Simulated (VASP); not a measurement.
# W4S8N2O in VASP: single point with PBEsol+D3(BJ)

Aim: the single point of W4S8N2O with PBEsol+D3(BJ).

Program: VASP 6.6.1. These are calculated values, not measurements. Logs are shortened: lines on timing, memory, paths and dates and some standing lists are left out, and cuts for length are marked.

### Step 1. The cell of the first run

The cell holds a slab with vacuum, 15 atoms: a = 6.316 Å, b = 6.316 Å, c = 21.238 Å, α = 90.00°, β = 90.00°, γ = 120.00°.

### Step 2. Single point, PBEsol+D3(BJ)

INCAR reads:

```
PREC     = Accurate       # precision mode
ENCUT    = 520            # plane-wave cutoff, eV
EDIFF    = 1E-6           # SCF threshold, eV
ISMEAR   = -1             # smearing method
SIGMA    = 0.05           # smearing width, eV
LREAL    = Auto         
LASPH    = T              # aspherical terms in the spheres
NELM     = 60             # most SCF steps
ALGO     = Normal         # electronic algorithm
ISIF     = 2              # what is computed and relaxed
LWAVE    = F              # write WAVECAR
LCHARG   = F              # write CHGCAR
LDIPOL   = T            
IDIPOL   = 3            
DIPOL    = 0.5 0.5 0.486
GGA      = PS             # functional
IVDW     = 12             # dispersion correction
NBANDS   = 73             # bands
```

KPOINTS reads:

```
Automatic mesh
0
Gamma
  5 5 1
```

POSCAR reads:

```
W4S8N2O
1.0
    6.3160015371      0.0000000000      0.0000000000
   -3.1580007687      5.4698177815      0.0000000000
    0.0000000000      0.0000000000     21.2378553070
S W N O
8 4 2 1
Direct
    0.6666666667      0.3333333333      0.3766858698
    0.6666666667      0.8333333333      0.3766858698
    0.1666666667      0.3333333333      0.3766858698
    0.1666666667      0.8333333333      0.3766858698
    0.6666666667      0.3333333333      0.5240809463
    0.6666666667      0.8333333333      0.5240809463
    0.1666666667      0.3333333333      0.5240809463
    0.1666666667      0.8333333333      0.5240809463
    0.3333333333      0.1666666667      0.4512685331
    0.3333333333      0.6666666667      0.4512685331
    0.8333333333      0.1666666667      0.4512685331
    0.8333333333      0.6666666667      0.4512685331
    0.5000000000      0.5000000000      0.6248444165
    0.6090682196      0.3844652234      0.6274011718
    0.7161850118      0.2709782044      0.6299061329
```

Potentials or basis: VASP PAW PBE potentials, release 64 (S, W_sv, N, O).

On the command line:

```sh
$ cat potpaw_PBE.64/S/POTCAR potpaw_PBE.64/W_sv/POTCAR potpaw_PBE.64/N/POTCAR potpaw_PBE.64/O/POTCAR > POTCAR
$ mpirun -np 1 vasp_std > vasp.out
```

OUTCAR:

```text
PREC = Accurate
   ENCUT = 520
   EDIFF = 1E-6
   ISMEAR = -1
   LREAL = Auto
   LASPH = T
   NELM = 60
   ISIF = 2
   GGA = PS
   IVDW = 12
 IVDW          = 12

 ion  position               nearest neighbor table
   1  0.667  0.333  0.377-  11 2.42   9 2.42  12 2.42
   2  0.667  0.833  0.377-  12 2.42  10 2.42  11 2.42
   3  0.167  0.333  0.377-   9 2.42  11 2.42  10 2.42
   4  0.167  0.833  0.377-  10 2.42  12 2.42   9 2.42
   5  0.667  0.333  0.524-  14 2.27  15 2.33  11 2.39   9 2.39  12 2.39
   6  0.667  0.833  0.524-  12 2.39  10 2.39  11 2.39
   7  0.167  0.333  0.524-   9 2.39  11 2.39  10 2.39
   8  0.167  0.833  0.524-  10 2.39  12 2.39   9 2.39
   9  0.333  0.167  0.451-   7 2.39   5 2.39   8 2.39   3 2.42   1 2.42   4 2.42  12 3.16  12 3.16
                            11 3.16  11 3.16  10 3.16  10 3.16
  10  0.333  0.667  0.451-   8 2.39   6 2.39   7 2.39   4 2.42   2 2.42   3 2.42  11 3.16  11 3.16
                            12 3.16  12 3.16   9 3.16   9 3.16
  11  0.833  0.167  0.451-   5 2.39   7 2.39   6 2.39   1 2.42   3 2.42   2 2.42  10 3.16  10 3.16
                             9 3.16   9 3.16  12 3.16  12 3.16
  12  0.833  0.667  0.451-   6 2.39   8 2.39   5 2.39   2 2.42   4 2.42   1 2.42   9 3.16   9 3.16
                            10 3.16  10 3.16  11 3.16  11 3.16
  13  0.500  0.500  0.625-  14 1.23
  14  0.609  0.384  0.627-  15 1.21  13 1.23   5 2.27
  15  0.716  0.271  0.630-  14 1.21   5 2.33

  LATTYP: Found a hexagonal cell.
 ALAT       =     6.3160015371
 C/A-ratio  =     3.3625475203

  Lattice vectors:

 A1 = (   6.3160015371,   0.0000000000,   0.0000000000)
 A2 = (  -3.1580007687,   5.4698177815,   0.0000000000)
 A3 = (   0.0000000000,   0.0000000000,  21.2378553070)

Analysis of symmetry for initial positions (statically):
=====================================================================
 Subroutine PRICEL returns:
 Original cell was already a primitive cell.

 Routine SETGRP: Setting up the symmetry group for a
 hexagonal supercell.

 Subroutine GETGRP returns: Found  1 space group operations
 (whereof  1 operations were pure point group operations)
 out of a pool of 24 trial point group operations.

The static configuration has the point symmetry C_1 .

Analysis of symmetry for dynamics (positions and initial velocities):
=====================================================================
 Subroutine PRICEL returns:
 Original cell was already a primitive cell.

 Routine SETGRP: Setting up the symmetry group for a
 hexagonal supercell.

 Subroutine GETGRP returns: Found  1 space group operations
 (whereof  1 operations were pure point group operations)
 out of a pool of 24 trial point group operations.

The dynamic configuration has the point symmetry C_1 .

 Subroutine INISYM returns: Found  1 space group operations
 (whereof  1 operations are pure point group operations),
 and found     1 'primitive' translations

----------------------------------------------------------------------------------------

                                     Primitive cell

  volume of cell :     733.7122

  direct lattice vectors                    reciprocal lattice vectors
     6.316001537  0.000000000  0.000000000     0.158328017  0.091410723  0.000000000
    -3.158000769  5.469817781  0.000000000     0.000000000  0.182821447  0.000000000
     0.000000000  0.000000000 21.237855307     0.000000000  0.000000000  0.047085734

  length of vectors
     6.316001537  6.316001537 21.237855307     0.182821447  0.182821447  0.047085734

  position of ions in fractional coordinates (direct lattice)
     0.666666667  0.333333333  0.376685870
     0.666666667  0.833333333  0.376685870
     0.166666667  0.333333333  0.376685870
     0.166666667  0.833333333  0.376685870
     0.666666667  0.333333333  0.524080946
     0.666666667  0.833333333  0.524080946
     0.166666667  0.333333333  0.524080946
     0.166666667  0.833333333  0.524080946
     0.333333333  0.166666667  0.451268533
     0.333333333  0.666666667  0.451268533
     0.833333333  0.166666667  0.451268533
     0.833333333  0.666666667  0.451268533
     0.500000000  0.500000000  0.624844416
     0.609068220  0.384465223  0.627401172
[... 43 lines left out ...]

 Found     13 irreducible k-points:

 Following reciprocal coordinates:
            Coordinates               Weight
  0.000000  0.000000  0.000000      1.000000
  0.200000  0.000000  0.000000      2.000000
  0.000000  0.200000  0.000000      2.000000
 -0.200000  0.200000  0.000000      2.000000
  0.400000  0.000000  0.000000      2.000000
  0.000000  0.400000  0.000000      2.000000
 -0.400000  0.400000  0.000000      2.000000
  0.200000  0.200000  0.000000      2.000000
 -0.200000  0.400000  0.000000      2.000000
 -0.400000  0.200000  0.000000      2.000000
  0.400000  0.200000  0.000000      2.000000
 -0.200000 -0.400000  0.000000      2.000000
  0.400000  0.400000  0.000000      2.000000
   k-points           NKPTS =     13   k-points in BZ     NKDIM =     13   number of bands    NBANDS=     73
   number of dos      NEDOS =    301   number of ions     NIONS =     15
   total plane-waves  NPLWV = 368640
   dimension x,y,z NGX =    48 NGY =   48 NGZ =  160
   dimension x,y,z NGXF=    96 NGYF=   96 NGZF=  320
   ions per type =               8   4   2   1
   NGX,Y,Z   is equivalent  to a cutoff of  12.63, 12.63, 12.52 a.u.
   NGXF,Y,Z  is equivalent  to a cutoff of  25.27, 25.27, 25.05 a.u.
 SYSTEM =  unknown system
   PREC   = accura    normal or accurate (medium, high low for compatibility)
   ISTART =      0    job   : 0-new  1-cont  2-samecut
   ICHARG =      2    charge: 1-file 2-atom 10-const
   ISPIN  =      1    spin polarized calculation?
   LNONCOLLINEAR =      F non collinear calculations
   LSORBIT =      F    spin-orbit coupling
   LASPH  =      T    aspherical Exc in radial PAW
   ENCUT  =  520.0 eV  38.22 Ry    6.18 a.u.  11.74 11.74 39.49*2*pi/ulx,y,z
   NELM   =     60;   NELMIN=  2; NELMDL= -5     # of ELM steps
   EDIFF  = 0.1E-05   stopping-criterion for ELM
   LREAL  =      T    real-space projection
   EDIFFG = 0.1E-04   stopping-criterion for IOM
   NSW    =      0    number of steps for IOM
   IBRION =     -1    ionic relax: 0-MD 1-quasi-New 2-CG
   NFREE  =      0    steps in history (QN), initial steepest desc. (CG)
   ISIF   =      2    stress and relaxation
   ISYM   =      2    0-nonsym 1-usesym 2-fastsym
   POTIM  = 0.5000    time-step for ionic-motion
   TEBEG  =    0.0;   TEEND  =   0.0 temperature during run
   PSTRESS=    0.0 pullay stress
   NELECT =     120.0000    total number of electrons
   NUPDOWN=      -1.0000    fix difference up-down
   EMIN   =  10.00;   EMAX   =-10.00  energy-range for DOS
   EFERMI =   0.00;   METHOD = LEGACY
   ISMEAR =    -1;   SIGMA  =   0.05  broadening in eV -4-tet -1-fermi 0-gaus
   EFERMI_NEDOS =   21; number of points for ismear=-14 and -15
   IALGO  =     38    algorithm
   IMIX   =      4    mixing-type and parameters
     AMIX     =   0.40;   BMIX     =  1.00
     AMIX_MAG =   1.60;   BMIX_MAG =  1.00
  volume/ion in A,a.u.               =      48.91       330.09
  Fermi-wavevector in a.u.,A,eV,Ry     =   0.895282  1.691838 10.905483  0.801530
  Thomas-Fermi vector in A             =   2.017595
   LORBIT       =      0    0 simple, 1 ext, 2 COOP (PROOUT), +10 PAW based schemes
   GGA     = PS    functional components
   LHFCALC =     F    Hartree Fock is set to
   AEXX    =    0.0000 exact exchange contribution
   IVDW    =    12    specifies the selected vdW correction
   LEPSILON=     F    determine dielectric tensor
   LRPA    =     F    only Hartree local field effects (RPA)
 non-spin polarized calculation
  energy-cutoff  :      520.00
  volume of cell :      733.71
 maximum number of plane-waves:     19777
   NGX = 23   NGY = 23   NGZ = 79

 number of electron     119.9999989 magnetization

 dipolmoment           0.000000      0.000000     -0.065116 electrons x Angstroem

 Free energy of the ion-electron system (eV)
  ---------------------------------------------------
  ext. energy  EPLUGINS =         0.00000000
  ---------------------------------------------------
  free energy    TOTEN  =      -121.47376331 eV

  energy without entropy =     -121.47376331  energy(sigma->0) =     -121.47376331

 E-fermi :  -0.6445     XC(G=0):  -4.1239

 val. band max:       -1.6128253855   @ k =   0.0000   0.0000   0.0000
 cond. band min:       0.4148793261   @ k =  -0.2000  -0.4000   0.0000
 fundamental gap:      2.0277047116
 Fermi energy:        -0.6444810235

 k-point     1 :       0.0000    0.0000    0.0000
  band No.  band energies     occupation
      1     -75.5725      2.00000
      2     -75.5537      2.00000
      3     -75.5458      2.00000
      4     -75.5296      2.00000
      5     -40.0242      2.00000
      6     -40.0167      2.00000
[... 964 lines left out ...]
     71       1.5134      0.00000
     72       1.6414      0.00000
 [bands above 72 left out]

------------------------ aborting loop because EDIFF is reached ----------------------------------------

 vacuum level on the upper side and lower side of the slab       (xc-potential included)        -0.293         0.049

 Edisp (eV)   -3.28424

 E8    (eV) :    -2.1724

  FORCE on cell =-STRESS in cart. coord.  units (eV):
  Direction    XX          YY          ZZ          XY          YZ          ZX
  --------------------------------------------------------------------------------------
  -------------------------------------------------------------------------------------
  Total     -11.84745    -7.01121     9.24215     4.52151    -0.13644    -0.02590
  in kB     -25.87078   -15.31009    20.18171     9.87344    -0.29793    -0.05655
  external pressure =       -7.00 kB  Pullay stress =        0.00 kB

 VOLUME and BASIS-vectors are now :
 -----------------------------------------------------------------------------
  energy-cutoff  :      520.00
  volume of cell :      733.71
      direct lattice vectors                 reciprocal lattice vectors
     6.316001537  0.000000000  0.000000000     0.158328017  0.091410723  0.000000000
    -3.158000769  5.469817781  0.000000000     0.000000000  0.182821447  0.000000000
     0.000000000  0.000000000 21.237855307     0.000000000  0.000000000  0.047085734

 POSITION                                       TOTAL-FORCE (eV/Angst)
 -----------------------------------------------------------------------------------
      3.15800      1.82327      8.00000        -0.004510      0.002743      0.333784
      1.57900      4.55818      8.00000         0.008085     -0.006362      0.385068
      0.00000      1.82327      8.00000         0.010189     -0.003881      0.384498
     -1.57900      4.55818      8.00000         0.010470     -0.005022      0.392853
      3.15800      1.82327     11.13036         0.122884      0.002485     -3.810968
      1.57900      4.55818     11.13036         0.006638      0.164247      0.055512
      0.00000      1.82327     11.13036        -0.148732     -0.087344      0.053535
     -1.57900      4.55818     11.13036         0.014373     -0.012283      0.271546
      1.57900      0.91164      9.58398         0.020361      0.121940     -0.682913
     -0.00000      3.64655      9.58398         0.039058     -0.020129     -0.579845
      4.73700      0.91164      9.58398        -0.086427      0.048877     -0.674802
      3.15800      3.64655      9.58398        -0.097465     -0.075225     -0.696708
      1.57900      2.73491     13.27036         6.256559     -3.758815      0.918601
      2.63273      2.10295     13.32466        -5.380766      3.209046      1.540477
      3.66768      1.48220     13.37786        -0.770716      0.419723      2.109362
 -----------------------------------------------------------------------------------
    total drift:                               -0.002032      0.000052      0.010226

  FREE ENERGIE OF THE ION-ELECTRON SYSTEM (eV)
  ---------------------------------------------------
  free  energy   TOTEN  =      -124.7580055945 eV

  energy  without entropy=     -124.7580055932  energy(sigma->0) =     -124.75800559

 vacuum level on the upper side and lower side of the slab         3.635         3.988
```

It took 35 min on 1 thread of Intel Xeon 8259CL, shared host; peak memory 1 GiB.

Results:

| Item | Value |
| --- | --- |
| Free energy | -124.7580 eV |
| Largest force | 7.356 eV/Å |
| Band gap on the k mesh | 2.03 eV (least direct gap 2.20 eV) |
| Dispersion energy per atom | -0.219 eV |

Forces in eV/Å, atoms in the order of the input:
```
S   -0.005  0.003  0.334
S    0.008 -0.006  0.385
S    0.010 -0.004  0.384
S    0.010 -0.005  0.393
S    0.123  0.002 -3.811
S    0.007  0.164  0.056
S   -0.149 -0.087  0.054
S    0.014 -0.012  0.272
W    0.020  0.122 -0.683
W    0.039 -0.020 -0.580
W   -0.086  0.049 -0.675
W   -0.097 -0.075 -0.697
N    6.257 -3.759  0.919
N   -5.381  3.209  1.540
O   -0.771  0.420  2.109
```

Caveat: the standard files for N, O and F lose accuracy on very short bonds; three body term missing; the PAW data sets were made with another functional, which shifts forces and pressure a little; spin-orbit coupling is left out, which moves the levels of the heavy elements.
